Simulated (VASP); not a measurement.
Crystal: KCl.

```
CELL_PARAMETERS angstrom
3.55508 0.00000 0.00000
0.00000 3.55508 0.00000
0.00000 0.00000 3.77117
ATOMIC_POSITIONS crystal
K 0.00000 0.00000 0.00000
Cl 0.50000 0.50000 0.50000
```

This cell differs from its parent crystal: biaxial xy strain -5.7%.

Base run:

- Program: VASP 6.6.1
- Functional: PBE
- Potentials or basis: VASP PAW PBE potentials, release 64 (K_sv, Cl)
- Cutoff: 520 eV
- k mesh: 8 × 8 × 8
- Occupations: fermi-dirac, width 0.02 eV
- Spin: no spin polarisation

Its results: band gap on the k mesh 5.40 eV, indirect (least direct gap 5.62 eV); pressure 4.8 GPa.

**Question.** The run is repeated on the same cell with these changes: functional from PBE to r2SCAN; occupations from fermi-dirac, width 0.02 eV to gaussian, width 0.01 eV. What comes out?

**Answer.** Band gap on the k mesh 6.17 eV, indirect (least direct gap 6.39 eV); pressure 3.6 GPa.

Caveats: the PAW data sets were made with another functional, which shifts forces and pressure a little (some runs).

A k mesh can miss the band edges.
